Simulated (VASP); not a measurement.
Input of a VASP 6.6.1 run:

INCAR

```
ALGO     = Fast           # electronic algorithm
EDIFF    = 1E-6           # SCF threshold, eV
ENCUT    = 520            # plane-wave cutoff, eV
GGA      = PE             # functional
ISIF     = 2              # what is computed and relaxed
ISMEAR   = -1             # smearing method
LASPH    = True           # aspherical terms in the spheres
LCHARG   = False          # write CHGCAR
LREAL    = False          # projectors in reciprocal space
LWAVE    = False          # write WAVECAR
NBANDS   = 12             # bands
NELM     = 100            # most SCF steps
PREC     = Accurate       # precision mode
SIGMA    = 0.05           # smearing width, eV
```

The input KPOINTS:

```
k-points
0
Gamma
  10 10 10
```

File POSCAR:

```
Hg
1.0
   -1.9014331680      1.9014331680      1.9420693905
    1.9014331680     -1.9014331680      1.9420693905
    1.9014331680      1.9014331680     -1.9420693905
Hg
1
Direct
    0.5000000000      0.5000000000      0.0000000000
```

Potentials or basis: VASP PAW PBE potentials, release 64 (Hg).

The run is started by

```console
$ cat potpaw_PBE.64/Hg/POTCAR > POTCAR
$ mpirun -np 1 vasp_std > vasp.out
```

Problem. Predict the band gap on the k mesh.

Solution. Zero (bands 6 and 7 overlap by 2.72 eV).

Problem. What does it give for the pressure?

Solution. 0.9 GPa.

Caveat: spin-orbit coupling is left out, which moves the levels of the heavy elements.
